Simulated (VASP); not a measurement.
# Au in VASP: notebook, part 2 of 2

VASP 6.6.1. The steps go on from the part before.

### Step 4. Single point, LDA

This run uses another cell than the first one, of 16.48 Å³/atom, 1.011 times its volume.

INCAR reads:

```
PREC = Accurate
ENCUT = 500
EDIFF = 1E-6
ISMEAR = 0
SIGMA = 0.1
LREAL = F
LASPH = T
NELM = 120
ALGO = Normal
ISIF = 2
LWAVE = F
LCHARG = F
ISYM = 0
NBANDS = 18
GGA_COMPAT = F
```

KPOINTS reads:

```
regular mesh
0
Gamma
  9 6 23
```

POSCAR reads:

```
Au
1.0
    3.9621853143     -0.0000016958      0.0054918213
   -0.0000023983      5.6033805220      0.0034605958
   -1.9790571870      1.4017531973      1.4829730305
Au
2
Direct
    0.0000000000      0.5000000000      0.0000000000
    0.0000000000      0.0000000000      0.0000000000
```

Potentials or basis: VASP PAW LDA potentials, release 64 (Au).

On the command line:

```bash
cat potpaw_LDA.64/Au/POTCAR > POTCAR
mpirun -np 1 vasp_std > vasp.out
```

OUTCAR:

```text
PREC = Accurate
   ENCUT = 500
   EDIFF = 1E-6
   ISMEAR = 0
   LREAL = F
   LASPH = T
   NELM = 120
   ISIF = 2
   ISYM = 0

 ion  position               nearest neighbor table
   1  0.000  0.500  0.000-   2 2.80   2 2.80   2 2.84   2 2.84   2 2.85   2 2.85
   2  0.000  0.000  0.000-   1 2.80   1 2.80   1 2.84   1 2.84   1 2.85   1 2.85

IMPORTANT INFORMATION: All symmetrisations will be switched off!
NOSYMM: (Re-)initialisation of all symmetry stuff for point group C_1.

----------------------------------------------------------------------------------------

                                     Primitive cell

  volume of cell :      32.9661

  direct lattice vectors                    reciprocal lattice vectors
     3.962185314 -0.000001696  0.005491821     0.251919720 -0.000207642  0.336388178
    -0.000002398  5.603380522  0.003460596     0.000233594  0.178567746 -0.168476167
    -1.979057187  1.401753197  1.482973030    -0.000933467 -0.000415928  0.673468515

  length of vectors
     3.962189120  5.603381591  2.842672754     0.420262531  0.245500944  0.673469290

  position of ions in fractional coordinates (direct lattice)
     0.000000000  0.500000000  1.000000000
     0.000000000  0.000000000  0.000000000

  ion indices of the primitive-cell ions
   primitive index   ion index
                 1           1
                 2           2

----------------------------------------------------------------------------------------

 KPOINTS: regular mesh

Automatic generation of k-mesh.
 Grid dimensions read from file:
 generate k-points for:    9    6   23

 Generating k-lattice:

  Cartesian coordinates                     Fractional coordinates (reciprocal lattice)
     0.027991080 -0.000023071  0.037376464     0.111111111  0.000000000  0.000000000
     0.000038932  0.029761291 -0.028079361    -0.000000000  0.166666667  0.000000000
    -0.000040586 -0.000018084  0.029281240     0.000000000 -0.000000000  0.043478261

  Length of vectors
     0.046695837  0.040916824  0.029281273

  Shift w.r.t. Gamma in fractional coordinates (k-lattice)
     0.000000000  0.000000000  0.000000000

 Subroutine IBZKPT returns following result:
 ===========================================

 Found    622 irreducible k-points:

 Following reciprocal coordinates:
            Coordinates               Weight
  0.000000  0.000000  0.000000      1.000000
  0.111111  0.000000  0.000000      2.000000
  0.222222  0.000000  0.000000      2.000000
  0.333333  0.000000  0.000000      2.000000
  0.444444  0.000000  0.000000      2.000000
  0.000000  0.166667  0.000000      2.000000
[... 16 lines left out ...]
 -0.111111  0.333333  0.000000      2.000000
 -0.000000  0.500000  0.000000      1.000000
 [... further k-points ...]
   k-points           NKPTS =    622   k-points in BZ     NKDIM =    622   number of bands    NBANDS=     18
   number of dos      NEDOS =    301   number of ions     NIONS =      2
   total plane-waves  NPLWV =  30240
   dimension x,y,z NGX =    30 NGY =   42 NGZ =   24
   dimension x,y,z NGXF=    60 NGYF=   84 NGZF=   48
   ions per type =               2
   NGX,Y,Z   is equivalent  to a cutoff of  12.59, 12.46, 14.04 a.u.
   NGXF,Y,Z  is equivalent  to a cutoff of  25.17, 24.92, 28.07 a.u.
 SYSTEM =  unknown system
   PREC   = accura    normal or accurate (medium, high low for compatibility)
   ISTART =      0    job   : 0-new  1-cont  2-samecut
   ICHARG =      2    charge: 1-file 2-atom 10-const
   ISPIN  =      1    spin polarized calculation?
   LNONCOLLINEAR =      F non collinear calculations
   LSORBIT =      F    spin-orbit coupling
   LASPH  =      T    aspherical Exc in radial PAW
   ENCUT  =  500.0 eV  36.75 Ry    6.06 a.u.   7.22 10.22  5.18*2*pi/ulx,y,z
   NELM   =    120;   NELMIN=  2; NELMDL= -5     # of ELM steps
   EDIFF  = 0.1E-05   stopping-criterion for ELM
   LREAL  =      F    real-space projection
   EDIFFG = 0.1E-04   stopping-criterion for IOM
   NSW    =      0    number of steps for IOM
   IBRION =     -1    ionic relax: 0-MD 1-quasi-New 2-CG
   NFREE  =      0    steps in history (QN), initial steepest desc. (CG)
   ISIF   =      2    stress and relaxation
   ISYM   =      0    0-nonsym 1-usesym 2-fastsym
   POTIM  = 0.5000    time-step for ionic-motion
   TEBEG  =    0.0;   TEEND  =   0.0 temperature during run
   PSTRESS=    0.0 pullay stress
   NELECT =      22.0000    total number of electrons
   NUPDOWN=      -1.0000    fix difference up-down
   EMIN   =  10.00;   EMAX   =-10.00  energy-range for DOS
   EFERMI =   0.00;   METHOD = LEGACY
   ISMEAR =     0;   SIGMA  =   0.10  broadening in eV -4-tet -1-fermi 0-gaus
   EFERMI_NEDOS =   21; number of points for ismear=-14 and -15
   IALGO  =     38    algorithm
   IMIX   =      4    mixing-type and parameters
     AMIX     =   0.40;   BMIX     =  1.00
     AMIX_MAG =   1.60;   BMIX_MAG =  1.00
  volume/ion in A,a.u.               =      16.48       111.23
  Fermi-wavevector in a.u.,A,eV,Ry     =   1.430627  2.703494 27.846971  2.046695
  Thomas-Fermi vector in A             =   2.550452
   LORBIT       =      0    0 simple, 1 ext, 2 COOP (PROOUT), +10 PAW based schemes
   GGA     = CA    functional components
   LHFCALC =     F    Hartree Fock is set to
   AEXX    =    0.0000 exact exchange contribution
   IVDW    =     0    specifies the selected vdW correction
   LEPSILON=     F    determine dielectric tensor
   LRPA    =     F    only Hartree local field effects (RPA)
 non-spin polarized calculation
 Gauss-broadening in eV      SIGMA  =   0.10
  energy-cutoff  :      500.00
  volume of cell :       32.97
 maximum number of plane-waves:       850
 NGX is ok and might be reduce to    30
   NGX = 15   NGY = 21   NGZ = 11

 number of electron      21.9999999 magnetization

 Free energy of the ion-electron system (eV)
  ---------------------------------------------------
  ext. energy  EPLUGINS =         0.00000000
  ---------------------------------------------------
  free energy    TOTEN  =        -8.87532535 eV

  energy without entropy =       -8.87189490  energy(sigma->0) =       -8.87361012

 E-fermi :   9.8985     XC(G=0): -13.1755

 val. band max:        9.8962652949   @ k =  -0.1111   0.0000   0.3043
 cond. band min:       9.9014097121   @ k =  -0.4444   0.5000   0.2609
 fundamental gap:      0.0051444172
 Fermi energy:         9.8984766092

 k-point     1 :       0.0000    0.0000    0.0000
  band No.  band energies     occupation
      1      -0.4153      2.00000
      2       2.4292      2.00000
      3       2.7758      2.00000
      4       4.6058      2.00000
      5       5.0464      2.00000
      6       5.1614      2.00000
[... 10 lines left out ...]
     17      27.3582      0.00000
     18      27.6541      0.00000

 k-point     2 :       0.1111    0.0000    0.0000
  band No.  band energies     occupation
      1      -0.0034      2.00000
      2       2.6465      2.00000
      3       3.0101      2.00000
      4       4.5869      2.00000
      5       5.0532      2.00000
      6       5.2833      2.00000
[... 10 lines left out ...]
     17      25.8705      0.00000
     18      28.2290      0.00000

 k-point     3 :       0.2222    0.0000    0.0000
  band No.  band energies     occupation
      1       1.0411      2.00000
      2       2.9807      2.00000
      3       3.7915      2.00000
      4       4.6217      2.00000
      5       5.0994      2.00000
      6       5.3842      2.00000
[... 10 lines left out ...]
     17      25.5699      0.00000
     18      27.4028      0.00000

 k-point     4 :       0.3333    0.0000    0.0000
  band No.  band energies     occupation
      1       1.9057      2.00000
      2       2.8119      2.00000
      3       4.3628      2.00000
      4       4.9911      2.00000
      5       5.2370      2.00000
      6       5.6153      2.00000
[... 375 lines left out ...]
      4       4.6053      2.00000
      5       4.8802      2.00000
      6       4.8962      2.00000
[... 10 lines left out ...]
     17      25.5407      0.00000
     18      26.7144      0.00000

 k-point    23 :      -0.1111    0.3333    0.0000
  band No.  band energies     occupation
      1       1.7954      2.00000
      2       2.5721      2.00000
      3       3.6954      2.00000
      4       4.0145      2.00000
      5       5.2395      2.00000
      6       5.2873      2.00000
[... 10 lines left out ...]
     17      26.0270      0.00000
     18      26.4145      0.00000

 k-point    24 :      -0.0000    0.5000    0.0000
  band No.  band energies     occupation
      1       2.0454      2.00000
      2       2.0454      2.00000
      3       3.7308      2.00000
      4       3.7308      2.00000
      5       5.6007      2.00000
      6       5.6007      2.00000
[... 10 lines left out ...]
     17      25.9316      0.00000
     18      25.9316      0.00000

 [... further k-points ...]
[... 5 lines left out ...]
  --------------------------------------------------------------------------------------
  -------------------------------------------------------------------------------------
  Total        0.4940066      0.6399595      0.0757016      0.0256051      0.0053257      0.0067299
  in kB       24.0090915     31.1025138      3.6791544      1.2444291      0.2588332      0.3270785
  external PRESSURE =      19.5969199 kB  Pullay stress =       0.0000000 kB

 VOLUME and BASIS-vectors are now :
 -----------------------------------------------------------------------------
  energy-cutoff  :      500.00
  volume of cell :       32.97
      direct lattice vectors                 reciprocal lattice vectors
     3.962185314 -0.000001696  0.005491821     0.251919720 -0.000207642  0.336388178
    -0.000002398  5.603380522  0.003460596     0.000233594  0.178567746 -0.168476167
    -1.979057187  1.401753197  1.482973030    -0.000933467 -0.000415928  0.673468515

 POSITION                                       TOTAL-FORCE (eV/Angst)
 -----------------------------------------------------------------------------------
     -0.00000      2.80169      0.00173        -0.000000     -0.000001      0.000001
      0.00000      0.00000      0.00000         0.000000      0.000001     -0.000001
 -----------------------------------------------------------------------------------
    total drift:                                0.000000      0.000001     -0.000000

  FREE ENERGIE OF THE ION-ELECTRON SYSTEM (eV)
  ---------------------------------------------------
  free  energy   TOTEN  =        -8.8753253489 eV

  energy  without entropy=       -8.8718948984  energy(sigma->0) =       -8.87361012
```

It took 4.2 min on 1 thread of Intel Xeon 6975P-C, shared host; peak memory 0.39 GiB.

What came out:

- Free energy: -8.8753 eV
- Pressure: 2.0 GPa
- Band gap on the k mesh: zero (band 11 reaches 14.33 eV, above the bottom of band 12 at 7.21 eV)

Levels at points of the mesh, in eV from the Fermi level:
| k point | band 8 | band 9 | band 10 | band 11 | band 12 | band 13 | band 14 | band 15 |
| --- | --- | --- | --- | --- | --- | --- | --- | --- |
| (0.00, 0.00, 0.00) | -3.12 | -2.18 | -1.71 | -1.61 | 0.69 | 5.81 | 10.11 | 10.22 |
| (0.00, 0.50, 0.00) | -3.64 | -3.56 | -3.56 | -2.69 | -2.69 | 14.72 | 14.72 | 15.12 |

Caveat: spin-orbit coupling is left out, which moves the levels of the heavy elements.
